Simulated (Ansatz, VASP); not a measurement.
CsI: VASP beside Ansatz

Contents of INCAR:

```
  PREC = Accurate
  ENCUT = 400
  EDIFF = 1E-8
  ISMEAR = -1
  SIGMA = 0.01
  LREAL = F
  LASPH = T
  NELM = 120
  ALGO = Normal
  ISIF = 2
  LWAVE = F
  LCHARG = F
  LEFG = T
  NBANDS = 15
  GGA_COMPAT = F
```

The input KPOINTS:

```
Automatic mesh
0
Gamma
  7 7 7
```

POSCAR

```
CsI
1.0
    4.6267950494      0.0000000000      0.0000000000
    0.0000000000      4.6267950494      0.0000000000
    0.0000000000      0.0000000000      4.6267950494
Cs I
1 1
Direct
    0.0000000000      0.0000000000      0.0000000000
    0.5000000000      0.5000000000      0.5000000000
```

Input for Ansatz:

```yaml
crystal:
  lattice:
    - [4.6267950494, 0.0, 0.0]
    - [0.0, 4.6267950494, 0.0]
    - [0.0, 0.0, 4.6267950494]
  atoms:
    - { symbol: Cs, position: [0.0, 0.0, 0.0] }
    - { symbol: I, position: [0.5, 0.5, 0.5] }
kpoints:
  mp_grid: { grid: [7, 7, 7] }
scf:
  occupations: { method: fermi_dirac, width: 0.01 }
hamiltonian:
  xc: lda
  pseudopotentials: { kind: all_electron, datasets: crystal }
output:
  forces: true
  stress: true
  eigenvalues: true
  efg: { contact_densities: true }
```

Change from the starting cell: volume scaled by 1.04, crystal datasets.

Alike in both runs: task electric field gradients; functional LDA; k mesh 7 × 7 × 7; occupations fermi-dirac, width 0.01 eV; no spin polarisation.

```csv
,VASP,Ansatz
version,VASP 6.6.1,Ansatz 0.2.0
potentials or method,"VASP PAW LDA potentials, release 64 (Cs_sv, I), cutoff 400 eV","all-electron PAW with datasets made for the crystal, scalar-relativistic"
```

|  | VASP | Ansatz | Ansatz less VASP |
| --- | --- | --- | --- |
| gap on the k mesh at the Fermi level (eV) | 3.44 | 3.43 | -0.009 |
| pressure (GPa) | -1.7 | -1.7 | -0.03 |

LDA's correlation is that of Perdew and Zunger in VASP and of Perdew and Wang (1992) in Ansatz. Ansatz ran all-electron here, and VASP with PAW potentials.

Spin-orbit coupling is off throughout.
